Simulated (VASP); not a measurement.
# Ga (Fm-3m) in VASP: a series of runs

Ga is run at these levels: BLYP; tasks: relaxation of cell and atoms, single point.

Everything below comes from runs of VASP 6.6.1. Logs are shortened: lines on timing, memory, paths and dates and some standing lists are left out, and cuts for length are marked.

## 1. The cell of the first run

It takes space group Fm-3m (No. 225, cubic). Conventional cell: a = 4.280 Å, b = 4.280 Å, c = 4.280 Å, α = 90.00°, β = 90.00°, γ = 90.00°. Ga (site symmetry m-3m) has 12 Ga at 3.03 Å within 4.0 Å.

This isn't the form of Ga at room conditions, which is orthorhombic.

## 2. Relaxation of cell and atoms, BLYP

INCAR

```
PREC = Accurate ; ENCUT = 600
EDIFF = 1E-6 ; ISMEAR = -1
SIGMA = 0.1 ; LREAL = F
LASPH = T ; NELM = 80
ALGO = Normal ; ISIF = 3
LWAVE = F ; LCHARG = F
GGA = B5 ; ALDAX = 1.0
AGGAX = 1.0 ; AGGAC = 1.0
ALDAC = 0.0 ; IBRION = 2
NSW = 80 ; EDIFFG = -0.01
```

KPOINTS

```
Automatic mesh
0
Gamma
  13 13 13
```

POSCAR

```
Ga
1.0
    0.0000000000      2.1397919757      2.1397919757
    2.1397919757      0.0000000000      2.1397919757
    2.1397919757      2.1397919757      0.0000000000
Ga
1
Direct
    0.0000000000      0.0000000000      0.0000000000
```

Potentials or basis: VASP PAW PBE potentials, release 64 (Ga_d).

On the command line:

```
> cat potpaw_PBE.64/Ga_d/POTCAR > POTCAR
> mpirun -np 1 vasp_std > vasp.out
```

OUTCAR:

```text
PREC = Accurate
   ENCUT = 600
   EDIFF = 1E-6
   ISMEAR = -1
   LREAL = F
   LASPH = T
   NELM = 80
   ISIF = 3
   GGA = B5
   IBRION = 2
   NSW = 80
   EDIFFG = -0.01

 ion  position               nearest neighbor table
   1  0.000  0.000  0.000-

  LATTYP: Found a face centered cubic cell.
 ALAT       =     4.2795839514

  Lattice vectors:

 A1 = (   0.0000000000,   2.1397919757,   2.1397919757)
 A2 = (   2.1397919757,   0.0000000000,   2.1397919757)
 A3 = (   2.1397919757,   2.1397919757,   0.0000000000)

Analysis of symmetry for initial positions (statically):
=====================================================================
 Subroutine PRICEL returns:
 Original cell was already a primitive cell.

 Routine SETGRP: Setting up the symmetry group for a
 face centered cubic supercell.

 Subroutine GETGRP returns: Found 48 space group operations
 (whereof 48 operations were pure point group operations)
 out of a pool of 48 trial point group operations.

The static configuration has the point symmetry O_h .

Analysis of symmetry for dynamics (positions and initial velocities):
=====================================================================
 Subroutine PRICEL returns:
 Original cell was already a primitive cell.

 Routine SETGRP: Setting up the symmetry group for a
 face centered cubic supercell.

 Subroutine GETGRP returns: Found 48 space group operations
 (whereof 48 operations were pure point group operations)
 out of a pool of 48 trial point group operations.

The dynamic configuration has the point symmetry O_h .

 Subroutine INISYM returns: Found 48 space group operations
 (whereof 48 operations are pure point group operations),
 and found     1 'primitive' translations

----------------------------------------------------------------------------------------

                                     Primitive cell

  volume of cell :      19.5950

  direct lattice vectors                    reciprocal lattice vectors
     0.000000000  2.139791976  2.139791976    -0.233667574  0.233667574  0.233667574
     2.139791976  0.000000000  2.139791976     0.233667574 -0.233667574  0.233667574
     2.139791976  2.139791976  0.000000000     0.233667574  0.233667574 -0.233667574

  length of vectors
     3.026122833  3.026122833  3.026122833     0.404724110  0.404724110  0.404724110

  position of ions in fractional coordinates (direct lattice)
     0.000000000  0.000000000  0.000000000

  ion indices of the primitive-cell ions
   primitive index   ion index
                 1           1

----------------------------------------------------------------------------------------

 KPOINTS: Automatic mesh

Automatic generation of k-mesh.
 Grid dimensions read from file:
 generate k-points for:   13   13   13

 Generating k-lattice:

  Cartesian coordinates                     Fractional coordinates (reciprocal lattice)
    -0.017974429  0.017974429  0.017974429     0.076923077  0.000000000  0.000000000
     0.017974429 -0.017974429  0.017974429     0.000000000  0.076923077  0.000000000
     0.017974429  0.017974429 -0.017974429     0.000000000  0.000000000  0.076923077

  Length of vectors
     0.031132624  0.031132624  0.031132624

  Shift w.r.t. Gamma in fractional coordinates (k-lattice)
     0.000000000  0.000000000  0.000000000

 Subroutine IBZKPT returns following result:
 ===========================================

 Found     84 irreducible k-points:

 Following reciprocal coordinates:
            Coordinates               Weight
  0.000000  0.000000  0.000000      1.000000
  0.076923  0.000000  0.000000      8.000000
  0.153846  0.000000  0.000000      8.000000
  0.230769  0.000000  0.000000      8.000000
  0.307692  0.000000  0.000000      8.000000
  0.384615  0.000000  0.000000      8.000000
[... 16 lines left out ...]
  0.384615  0.153846  0.000000     24.000000
  0.461538  0.153846  0.000000     24.000000
 [... further k-points ...]
   k-points           NKPTS =     84   k-points in BZ     NKDIM =     84   number of bands    NBANDS=     10
   number of dos      NEDOS =    301   number of ions     NIONS =      1
   total plane-waves  NPLWV =  13824
   dimension x,y,z NGX =    24 NGY =   24 NGZ =   24
   dimension x,y,z NGXF=    48 NGYF=   48 NGZF=   48
   ions per type =               1
   NGX,Y,Z   is equivalent  to a cutoff of  13.18, 13.18, 13.18 a.u.
   NGXF,Y,Z  is equivalent  to a cutoff of  26.37, 26.37, 26.37 a.u.
 SYSTEM =  unknown system
   PREC   = accura    normal or accurate (medium, high low for compatibility)
   ISTART =      0    job   : 0-new  1-cont  2-samecut
   ICHARG =      2    charge: 1-file 2-atom 10-const
   ISPIN  =      1    spin polarized calculation?
   LNONCOLLINEAR =      F non collinear calculations
   LSORBIT =      F    spin-orbit coupling
   LASPH  =      T    aspherical Exc in radial PAW
   ENCUT  =  600.0 eV  44.10 Ry    6.64 a.u.   6.04  6.04  6.04*2*pi/ulx,y,z
   NELM   =     80;   NELMIN=  2; NELMDL= -5     # of ELM steps
   EDIFF  = 0.1E-05   stopping-criterion for ELM
   LREAL  =      F    real-space projection
   EDIFFG = -.1E-01   stopping-criterion for IOM
   NSW    =     80    number of steps for IOM
   IBRION =      2    ionic relax: 0-MD 1-quasi-New 2-CG
   NFREE  =      1    steps in history (QN), initial steepest desc. (CG)
   ISIF   =      3    stress and relaxation
   ISYM   =      2    0-nonsym 1-usesym 2-fastsym
   POTIM  = 0.5000    time-step for ionic-motion
   TEBEG  =    0.0;   TEEND  =   0.0 temperature during run
   PSTRESS=    0.0 pullay stress
   NELECT =      13.0000    total number of electrons
   NUPDOWN=      -1.0000    fix difference up-down
   EMIN   =  10.00;   EMAX   =-10.00  energy-range for DOS
   EFERMI =   0.00;   METHOD = LEGACY
   ISMEAR =    -1;   SIGMA  =   0.10  broadening in eV -4-tet -1-fermi 0-gaus
   EFERMI_NEDOS =   21; number of points for ismear=-14 and -15
   IALGO  =     38    algorithm
   IMIX   =      4    mixing-type and parameters
     AMIX     =   0.40;   BMIX     =  1.00
     AMIX_MAG =   1.60;   BMIX_MAG =  1.00
  volume/ion in A,a.u.               =      19.59       132.23
  Fermi-wavevector in a.u.,A,eV,Ry     =   1.427823  2.698194 27.737908  2.038679
  Thomas-Fermi vector in A             =   2.547951
   LORBIT       =      0    0 simple, 1 ext, 2 COOP (PROOUT), +10 PAW based schemes
   GGA     = B5    functional components
   LHFCALC =     F    Hartree Fock is set to
   AEXX    =    0.0000 exact exchange contribution
   IVDW    =     0    specifies the selected vdW correction
   LEPSILON=     F    determine dielectric tensor
   LRPA    =     F    only Hartree local field effects (RPA)
 conjugate gradient relaxation of ions
 non-spin polarized calculation
  energy-cutoff  :      600.00
  volume of cell :       19.59
 maximum number of plane-waves:       666
   NGX = 13   NGY = 13   NGZ = 13

--------------------------------------- Ionic step        1  -------------------------------------------

 number of electron      13.0000004 magnetization

 Free energy of the ion-electron system (eV)
  ---------------------------------------------------
  ext. energy  EPLUGINS =         0.00000000
  ---------------------------------------------------
  free energy    TOTEN  =        -2.10030020 eV

  energy without entropy =       -2.08777174  energy(sigma->0) =       -2.09403597

 E-fermi :   5.7109     XC(G=0): -10.2759

 val. band max:        5.5597191392   @ k =   0.3846   0.0769   0.0000
 cond. band min:       5.7156226567   @ k =   0.4615   0.2308   0.0000
 fundamental gap:      0.1559035175
 Fermi energy:         5.7108751455

 k-point     1 :       0.0000    0.0000    0.0000
  band No.  band energies     occupation
      1      -9.3200      2.00000
      2      -9.3200      2.00000
      3      -9.3200      2.00000
      4      -9.2104      2.00000
      5      -9.2104      2.00000
      6      -5.0899      2.00000
      7      17.1905      0.00000
      8      17.1905      0.00000
      9      17.1905      0.00000
     10      21.5252      0.00000
[... 287 lines left out ...]
 k-point    24 :       0.4615    0.1538    0.0000
  band No.  band energies     occupation
      1      -9.3668      2.00000
      2      -9.3081      2.00000
      3      -9.2677      2.00000
      4      -9.1799      2.00000
      5      -9.1133      2.00000
      6      -0.3672      2.00000
      7       4.3985      2.00000
      8      12.0929      0.00000
      9      13.1652      0.00000
     10      16.8500      0.00000

 [... further k-points ...]

------------------------ aborting loop because EDIFF is reached ----------------------------------------

  FORCE on cell =-STRESS in cart. coord.  units (eV):
  Direction    XX          YY          ZZ          XY          YZ          ZX
  --------------------------------------------------------------------------------------
  -------------------------------------------------------------------------------------
  Total        0.4639691      0.4639691      0.4639691     -0.0000000      0.0000000     -0.0000000
  in kB       37.9362999     37.9362999     37.9362999     -0.0000000      0.0000000     -0.0000000
  external PRESSURE =      37.9362999 kB  Pullay stress =       0.0000000 kB
[... 230 lines left out ...]
  energy  without entropy=       -2.1066346378  energy(sigma->0) =       -2.11424570

--------------------------------------- Ionic step        8  -------------------------------------------

 number of electron      13.0000008 magnetization

 Free energy of the ion-electron system (eV)
  ---------------------------------------------------
  ext. energy  EPLUGINS =         0.00000000
  ---------------------------------------------------
  free energy    TOTEN  =        -2.12185898 eV

  energy without entropy =       -2.10666038  energy(sigma->0) =       -2.11425968

 E-fermi :   4.8312     XC(G=0):  -9.8037

 val. band max:        4.7196450125   @ k =   0.3846   0.0769   0.0000
 cond. band min:       4.8484847017   @ k =   0.4615   0.2308   0.0000
 fundamental gap:      0.1288396892
 Fermi energy:         4.8311998701

 k-point     1 :       0.0000    0.0000    0.0000
  band No.  band energies     occupation
      1     -10.0914      2.00000
      2     -10.0914      2.00000
      3     -10.0914      2.00000
      4     -10.0066      2.00000
      5     -10.0066      2.00000
      6      -5.2528      2.00000
      7      15.3304      0.00000
      8      15.3304      0.00000
      9      15.3305      0.00000
     10      19.8697      0.00000
[... 287 lines left out ...]
 k-point    24 :       0.4615    0.1538    0.0000
  band No.  band energies     occupation
      1     -10.1225      2.00000
      2     -10.0791      2.00000
      3     -10.0500      2.00000
      4      -9.9800      2.00000
      5      -9.9301      2.00000
      6      -0.9280      2.00000
      7       3.6627      1.99998
      8      10.7141      0.00000
      9      11.7697      0.00000
     10      15.5450      0.00000

 [... further k-points ...]

------------------------ aborting loop because EDIFF is reached ----------------------------------------

  FORCE on cell =-STRESS in cart. coord.  units (eV):
  Direction    XX          YY          ZZ          XY          YZ          ZX
  --------------------------------------------------------------------------------------
  -------------------------------------------------------------------------------------
  Total       -0.0024872     -0.0024872     -0.0024872      0.0000000      0.0000000      0.0000000
  in kB       -0.1845055     -0.1845055     -0.1845055      0.0000000      0.0000000      0.0000000
  external PRESSURE =      -0.1845055 kB  Pullay stress =       0.0000000 kB
[... 16 lines left out ...]
  FREE ENERGIE OF THE ION-ELECTRON SYSTEM (eV)
  ---------------------------------------------------
  free  energy   TOTEN  =        -2.1218589814 eV

  energy  without entropy=       -2.1066603843  energy(sigma->0) =       -2.11425968

 reached required accuracy - stopping structural energy minimisation
```

It took 61 s on 1 thread of Intel Xeon 6455B, shared host; peak memory 0.16 GiB.

Results:

```yaml
Free_energy: -2.1219 eV
Relaxed_volume: 21.60 Å³/atom
Relaxed_cell: a = 3.126 Å, b = 3.126 Å, c = 3.126 Å, α = 60.00°, β = 60.00°, γ = 60.00°
Space_group_after_relaxing_to_0.1_Å: Fm-3m (No. 225)
Energy_gained_by_relaxing: 21.6 meV/atom
Ionic_steps: 8
Pressure_after_relaxing: 0.0 GPa
Band_gap_on_the_k_mesh: zero (an odd number of electrons rules out a gap without spin polarisation)
```

Step by step:
```csv
step,energy change (eV),largest force (eV/Å),pressure (GPa),volume (Å³)
1,0.0000,0.0000,3.79,19.59
2,-0.0196,0.0000,1.06,20.94
3,-0.0214,0.0000,-0.24,21.80
4,-0.0216,0.0000,0.09,21.63
5,-0.0215,0.0000,-0.20,21.68
6,-0.0216,0.0000,0.10,21.58
7,-0.0216,0.0000,-0.10,21.61
8,-0.0216,0.0000,-0.02,21.60
```

Final structure:
```
Ga
1.0
     0.00000    2.21035    2.21035
     2.21035    0.00000    2.21035
     2.21035    2.21035    0.00000
Ga
1
Cartesian
  2.2104 2.2104 0.0000
```

Levels at points of the mesh, in eV from the Fermi level:
| k point | band 3 | band 4 | band 5 | band 6 | band 7 | band 8 | band 9 | band 10 |
| --- | --- | --- | --- | --- | --- | --- | --- | --- |
| (0.00, 0.00, 0.00) | -14.92 | -14.84 | -14.84 | -10.08 | 10.50 | 10.50 | 10.50 | 15.04 |

Caveat: the PAW data sets were made with another functional, which shifts forces and pressure a little.

## 3. Single point, BLYP (19.88 Å³/atom)

This run uses another cell than the first one, of 19.88 Å³/atom.

INCAR

```
AGGAC = 1.0
AGGAX = 1.0
ALDAC = 0.0
ALDAX = 1.0
ALGO = Normal
EDIFF = 1E-7
ENCUT = 520
GGA = B5
ISIF = 2
ISMEAR = -1
LASPH = T
LCHARG = F
LREAL = F
LWAVE = F
NBANDS = 12
NELM = 80
PREC = Accurate
SIGMA = 0.1
```

KPOINTS

```
k-points
0
Gamma
  20 20 20
```

POSCAR

```
Ga
1.0
    0.0000000000      2.1502553606      2.1502553606
    2.1502553606      0.0000000000      2.1502553606
    2.1502553606      2.1502553606      0.0000000000
Ga
1
Direct
    0.0000000000      0.0000000000      0.0000000000
```

Potentials or basis: VASP PAW PBE potentials, release 64 (Ga_d).

On the command line:

```
> cat potpaw_PBE.64/Ga_d/POTCAR > POTCAR
> mpirun -np 1 vasp_std > vasp.out
```

OUTCAR:

```text
EDIFF = 1E-7
   ENCUT = 520
   GGA = B5
   ISIF = 2
   ISMEAR = -1
   LASPH = T
   LREAL = F
   NELM = 80
   PREC = Accurate

 ion  position               nearest neighbor table
   1  0.000  0.000  0.000-

  LATTYP: Found a face centered cubic cell.
 ALAT       =     4.3005107212

  Lattice vectors:

 A1 = (   0.0000000000,   2.1502553606,   2.1502553606)
 A2 = (   2.1502553606,   0.0000000000,   2.1502553606)
 A3 = (   2.1502553606,   2.1502553606,   0.0000000000)

[... 536 lines left out ...]
     12      20.2836      0.00000

 [... further k-points ...]

------------------------ aborting loop because EDIFF is reached ----------------------------------------

  FORCE on cell =-STRESS in cart. coord.  units (eV):
  Direction    XX          YY          ZZ          XY          YZ          ZX
  --------------------------------------------------------------------------------------
  -------------------------------------------------------------------------------------
  Total        0.3877319      0.3877319      0.3877319      0.0000000     -0.0000000      0.0000000
  in kB       31.2422306     31.2422306     31.2422306      0.0000000     -0.0000000      0.0000000
  external PRESSURE =      31.2422306 kB  Pullay stress =       0.0000000 kB

 VOLUME and BASIS-vectors are now :
 -----------------------------------------------------------------------------
  energy-cutoff  :      520.00
  volume of cell :       19.88
      direct lattice vectors                 reciprocal lattice vectors
     0.000000000  2.150255361  2.150255361    -0.232530521  0.232530521  0.232530521
     2.150255361  0.000000000  2.150255361     0.232530521 -0.232530521  0.232530521
     2.150255361  2.150255361  0.000000000     0.232530521  0.232530521 -0.232530521

 POSITION                                       TOTAL-FORCE (eV/Angst)
 -----------------------------------------------------------------------------------
      0.00000      0.00000      0.00000         0.000000      0.000000      0.000000
 -----------------------------------------------------------------------------------
    total drift:                               -0.000000      0.000000     -0.000000

  FREE ENERGIE OF THE ION-ELECTRON SYSTEM (eV)
  ---------------------------------------------------
  free  energy   TOTEN  =        -2.1072693632 eV

  energy  without entropy=       -2.0933372136  energy(sigma->0) =       -2.10030329
```

stdout:

```text
POSCAR found type information on POSCAR Ga
 POSCAR found :  1 types and       1 ions
 scaLAPACK will be used
 -----------------------------------------------------------------------------
|                                                                             |
|                                                                             |
|     You enforced a specific xc type in the INCAR file but a different       |
|     I HOPE YOU KNOW WHAT YOU ARE DOING!                                     |
|                                                                             |
 -----------------------------------------------------------------------------

 LDA part: xc-table for (Slater(with rela. corr.)+VWN5), standard interpolation
 POSCAR, INCAR and KPOINTS ok, starting setup
 FFT: planning ... GRIDC
 FFT: planning ... GRID_SOFT
 FFT: planning ... GRID
 WAVECAR not read
 entering main loop
```

Run time: 31 s. Hardware: 1 thread of Intel Xeon 6455B, shared host; peak memory 0.18 GiB.

What came out:

* Free energy: -2.1073 eV
* Pressure: 3.1 GPa
* Band gap on the k mesh: zero (an odd number of electrons rules out a gap without spin polarisation)

Caveat: the cell stands under pressure; the PAW data sets were made with another functional, which shifts forces and pressure a little.

## 4. Single point, BLYP (20.75 Å³/atom)

This run uses another cell than the first one, of 20.75 Å³/atom.

INCAR

```
AGGAC = 1.0 ; AGGAX = 1.0
ALDAC = 0.0 ; ALDAX = 1.0
ALGO = Normal ; EDIFF = 1E-7
ENCUT = 520 ; GGA = B5
ISIF = 2 ; ISMEAR = -1
LASPH = T ; LCHARG = F
LREAL = F ; LWAVE = F
NBANDS = 12 ; NELM = 80
PREC = Accurate ; SIGMA = 0.1
```

KPOINTS is that of step 3.

POSCAR

```
Ga
1.0
    0.0000000000      2.1809774451      2.1809774451
    2.1809774451      0.0000000000      2.1809774451
    2.1809774451      2.1809774451      0.0000000000
Ga
1
Direct
    0.0000000000      0.0000000000      0.0000000000
```

On the command line:

```
> cat potpaw_PBE.64/Ga_d/POTCAR > POTCAR
> mpirun -np 1 vasp_std > vasp.out
```

Run time: 36 s. Hardware: 1 thread of Intel Xeon 6455B, shared host; peak memory 0.18 GiB.

Results (log left out):

- Free energy: -2.1194 eV
- Pressure: 1.4 GPa
- Band gap on the k mesh: zero (an odd number of electrons rules out a gap without spin polarisation)

Levels at points of the mesh, in eV from the Fermi level:
```
           k point  band 4  band 5  band 6  band 7  band 8  band 9
(0.00, 0.00, 0.00)  -14.84  -14.84  -10.35   10.92   10.92   10.92
(0.50, 0.00, 0.00)  -14.76  -14.76   -5.02   -3.39    8.83    8.83
(0.50, 0.50, 0.00)  -14.74  -14.74   -2.70   -2.16    4.55    4.55
```

Caveat: the PAW data sets were made with another functional, which shifts forces and pressure a little.

(Continued in part 2 of 2.)
